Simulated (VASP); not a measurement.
Here is a VASP 6.6.1 calculation.

INCAR

```
SYSTEM = MgSc2C2
PREC = Accurate ; ENCUT = 750
EDIFF = 1E-6 ; ISMEAR = 0
SIGMA = 0.1 ; LREAL = .False.
LASPH = .True. ; NELM = 120
ALGO = Normal ; ISIF = 2
LWAVE = .False. ; LCHARG = .False.
GGA = PE ; NBANDS = 28
GGA_COMPAT = .False.
```

File KPOINTS:

```
Automatic mesh
0
Gamma
  6 6 6
  0 0 0
```

The input POSCAR:

```
MgSc2C2
1.0
   -2.1014796240      2.1014796240      5.0460242883
    2.1014796240     -2.1014796240      5.0460242883
    2.1014796240      2.1014796240     -5.0460242883
Mg Sc C
1 2 2
Direct
    0.0000000000      0.0000000000      0.0000000000
    0.7500000000      0.2500000000      0.5000000000
    0.2500000000      0.7500000000      0.5000000000
    0.6698919083      0.6698919083      0.0000000000
    0.3301080917      0.3301080917      0.0000000000
```

Potentials or basis: VASP PAW PBE potentials, release 64 (Mg_sv, Sc_sv, C).

Launch:

```bash
$ cat potpaw_PBE.64/Mg_sv/POTCAR potpaw_PBE.64/Sc_sv/POTCAR potpaw_PBE.64/C/POTCAR > POTCAR
$ mpirun -np 1 vasp_std > vasp.out
```

Question: Estimate the band gap on the k mesh.

Answer: Zero (bands 20 and 21 overlap by 0.57 eV).

Question: Estimate the pressure.

Answer: 0.1 GPa.

Forces in eV/Å, atoms in the order of the input:
```
Mg   0.000  0.000  0.000
Sc   0.000  0.000  0.000
Sc   0.000  0.000  0.000
C    0.000  0.000 -0.040
C    0.000  0.000  0.040
```
